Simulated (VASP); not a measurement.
# InO3 (ReO3 type) (Pm-3m) in VASP: further runs, part 2 of 3

VASP 6.6.1. Earlier steps stand in the parts before.

## Step 3: Single point, PBE

This run uses another cell than the first one, of 18.69 Å³/atom, 1.020 times its volume.

INCAR reads:

```
SYSTEM = InO3
PREC = Accurate ; ENCUT = 520
EDIFF = 1E-6 ; ISMEAR = -1
SIGMA = 0.06122561905347299 ; LREAL = .False.
LASPH = .True. ; NELM = 80
ALGO = Normal ; ISIF = 2
LWAVE = .False. ; LCHARG = .False.
GGA = PE ; NBANDS = 24
```

KPOINTS reads:

```
Automatic mesh
0
Gamma
  13 13 13
  0 0 0
```

POSCAR reads:

```
InO3
1.0
    4.2125360646      0.0000000000      0.0000000000
    0.0000000000      4.2125360646      0.0000000000
    0.0000000000      0.0000000000      4.2125360646
In O
1 3
Direct
    0.0000000000      0.0000000000      0.0000000000
    0.5000000000      0.0000000000      0.0000000000
    0.0000000000      0.5000000000      0.0000000000
    0.0000000000      0.0000000000      0.5000000000
```

Potentials or basis: VASP PAW PBE potentials, release 64 (In_d, O).

Command:

```console
$ cat potpaw_PBE.64/In_d/POTCAR potpaw_PBE.64/O/POTCAR > POTCAR
$ mpirun -np 1 vasp_std > vasp.out
```

OUTCAR:

```text
SYSTEM = InO3
   PREC = Accurate
   ENCUT = 520
   EDIFF = 1E-6
   ISMEAR = -1
   LREAL = .False.
   LASPH = .True.
   NELM = 80
   ISIF = 2
   GGA = PE

 ion  position               nearest neighbor table
   1  0.000  0.000  0.000-   2 2.11   3 2.11   4 2.11   4 2.11   3 2.11   2 2.11
   2  0.500  0.000  0.000-   1 2.11   1 2.11
   3  0.000  0.500  0.000-   1 2.11   1 2.11
   4  0.000  0.000  0.500-   1 2.11   1 2.11

  LATTYP: Found a simple cubic cell.
 ALAT       =     4.2125360646

  Lattice vectors:

 A1 = (   4.2125360646,   0.0000000000,   0.0000000000)
 A2 = (   0.0000000000,   4.2125360646,   0.0000000000)
 A3 = (   0.0000000000,   0.0000000000,   4.2125360646)

Analysis of symmetry for initial positions (statically):
=====================================================================
 Subroutine PRICEL returns:
 Original cell was already a primitive cell.

 Routine SETGRP: Setting up the symmetry group for a
 simple cubic supercell.

 Subroutine GETGRP returns: Found 48 space group operations
 (whereof 48 operations were pure point group operations)
 out of a pool of 48 trial point group operations.

The static configuration has the point symmetry O_h .

Analysis of symmetry for dynamics (positions and initial velocities):
=====================================================================
 Subroutine PRICEL returns:
 Original cell was already a primitive cell.

 Routine SETGRP: Setting up the symmetry group for a
 simple cubic supercell.

 Subroutine GETGRP returns: Found 48 space group operations
 (whereof 48 operations were pure point group operations)
 out of a pool of 48 trial point group operations.

The dynamic configuration has the point symmetry O_h .

 Subroutine INISYM returns: Found 48 space group operations
 (whereof 48 operations are pure point group operations),
 and found     1 'primitive' translations
[... 115 lines left out ...]
   EFERMI_NEDOS =   21; number of points for ismear=-14 and -15
   IALGO  =     38    algorithm
   IMIX   =      4    mixing-type and parameters
     AMIX     =   0.40;   BMIX     =  1.00
     AMIX_MAG =   1.60;   BMIX_MAG =  1.00
  volume/ion in A,a.u.               =      18.69       126.12
  Fermi-wavevector in a.u.,A,eV,Ry     =   1.220820  2.307016 20.278155  1.490402
  Thomas-Fermi vector in A             =   2.356024
   LORBIT       =      0    0 simple, 1 ext, 2 COOP (PROOUT), +10 PAW based schemes
   GGA     = PE    functional components
   LHFCALC =     F    Hartree Fock is set to
   AEXX    =    0.0000 exact exchange contribution
   IVDW    =     0    specifies the selected vdW correction
   LEPSILON=     F    determine dielectric tensor
   LRPA    =     F    only Hartree local field effects (RPA)
 non-spin polarized calculation
  energy-cutoff  :      520.00
  volume of cell :       74.75
 maximum number of plane-waves:      2027
 NGX is ok and might be reduce to    32
   NGX = 15   NGY = 15   NGZ = 15

 number of electron      31.0000008 magnetization

 Free energy of the ion-electron system (eV)
  ---------------------------------------------------
  ext. energy  EPLUGINS =         0.00000000
  ---------------------------------------------------
  free energy    TOTEN  =       -16.22495285 eV

  energy without entropy =      -16.11139146  energy(sigma->0) =      -16.16817215

 E-fermi :  -1.2994     XC(G=0):  -8.1413

 val. band max:       -1.3121989391   @ k =   0.4615   0.3846   0.2308
 cond. band min:      -1.2983775782   @ k =   0.4615   0.3077   0.0000
 fundamental gap:      0.0138213609
 Fermi energy:        -1.2993582672

 k-point     1 :       0.0000    0.0000    0.0000
  band No.  band energies     occupation
      1     -18.0475      2.00000
      2     -17.6445      2.00000
      3     -17.6445      2.00000
      4     -12.8311      2.00000
      5     -12.8311      2.00000
      6     -12.8311      2.00000
[... 637 lines left out ...]
     23      12.5393      0.00000
     24      13.6989      0.00000

 [... further k-points ...]

------------------------ aborting loop because EDIFF is reached ----------------------------------------

  FORCE on cell =-STRESS in cart. coord.  units (eV):
  Direction    XX          YY          ZZ          XY          YZ          ZX
  --------------------------------------------------------------------------------------
  -------------------------------------------------------------------------------------
  Total        0.0833678      0.0833678      0.0833678      0.0000000      0.0000000     -0.0000000
  in kB        1.7868093      1.7868093      1.7868093      0.0000000      0.0000000     -0.0000000
  external PRESSURE =       1.7868093 kB  Pullay stress =       0.0000000 kB

 VOLUME and BASIS-vectors are now :
 -----------------------------------------------------------------------------
  energy-cutoff  :      520.00
  volume of cell :       74.75
      direct lattice vectors                 reciprocal lattice vectors
     4.212536065  0.000000000  0.000000000     0.237386692  0.000000000  0.000000000
     0.000000000  4.212536065  0.000000000     0.000000000  0.237386692  0.000000000
     0.000000000  0.000000000  4.212536065     0.000000000  0.000000000  0.237386692

 POSITION                                       TOTAL-FORCE (eV/Angst)
 -----------------------------------------------------------------------------------
      0.00000      0.00000      0.00000         0.000000      0.000000      0.000000
      2.10627      0.00000      0.00000         0.000000      0.000000      0.000000
      0.00000      2.10627      0.00000         0.000000      0.000000      0.000000
      0.00000      0.00000      2.10627         0.000000      0.000000      0.000000
 -----------------------------------------------------------------------------------
    total drift:                                0.000000      0.000000     -0.000000

  FREE ENERGIE OF THE ION-ELECTRON SYSTEM (eV)
  ---------------------------------------------------
  free  energy   TOTEN  =       -16.2249528457 eV

  energy  without entropy=      -16.1113914625  energy(sigma->0) =      -16.16817215
```

OSZICAR:

```text
N       E                     dE             d eps       ncg     rms          rms(c)
DAV:   1     0.304205562595E+03    0.30421E+03   -0.14634E+04  4072   0.141E+03
DAV:   2     0.149289112741E+02   -0.28928E+03   -0.26724E+03  4792   0.405E+02
DAV:   3    -0.165082598925E+02   -0.31437E+02   -0.30387E+02  4864   0.129E+02
DAV:   4    -0.175600173342E+02   -0.10518E+01   -0.10464E+01  4736   0.267E+01
DAV:   5    -0.176060232857E+02   -0.46006E-01   -0.45994E-01  5696   0.528E+00    0.977E+00
DAV:   6    -0.162210141484E+02    0.13850E+01   -0.35212E+00  5960   0.313E+01    0.609E+00
DAV:   7    -0.162268888013E+02   -0.58747E-02   -0.27352E-01  4192   0.472E+00    0.203E+00
DAV:   8    -0.162236193916E+02    0.32694E-02   -0.13234E-02  5264   0.131E+00    0.754E-01
DAV:   9    -0.162246351202E+02   -0.10157E-02   -0.40242E-03  5560   0.870E-01    0.924E-02
DAV:  10    -0.162249474010E+02   -0.31228E-03   -0.58789E-04  5808   0.230E-01    0.665E-02
DAV:  11    -0.162249500279E+02   -0.26269E-05   -0.13409E-05  5752   0.434E-02    0.414E-02
DAV:  12    -0.162249529545E+02   -0.29266E-05   -0.84526E-06  4536   0.472E-02    0.352E-03
DAV:  13    -0.162249528457E+02    0.10875E-06   -0.67882E-07  3440   0.661E-03
   1 F= -.16224953E+02 E0= -.16168172E+02  d E =-.113561E+00
```

stdout:

```text
POSCAR found type information on POSCAR InO
 POSCAR found :  2 types and       4 ions
 scaLAPACK will be used
 LDA part: xc-table for (Slater+PW92), standard interpolation
 POSCAR, INCAR and KPOINTS ok, starting setup
 FFT: planning ... GRIDC
 FFT: planning ... GRID_SOFT
 FFT: planning ... GRID
 WAVECAR not read
 entering main loop
```

Wall time 36 s (1 thread of Intel Xeon 6975P-C (Granite Rapids), shared host); peak memory 0.25 GiB.

Results:

```
Free energy : -16.2250 eV
Pressure    : 0.2 GPa
```

Levels at points of the mesh, in eV from the Fermi level:
```csv
k point,band 12,band 13,band 14,band 15,band 16,band 17,band 18,band 19,band 20,band 21
"(0.00, 0.00, 0.00)",-0.25,-0.25,-0.25,-0.24,-0.24,-0.24,3.86,8.64,14.09,14.09
```

Caveat: spin-orbit coupling is left out, which moves the levels of the heavy elements; an odd number of electrons without spin polarisation forces a metal; a magnetic or distorted state may lie lower.

(Part 2 of 3 ends here.)
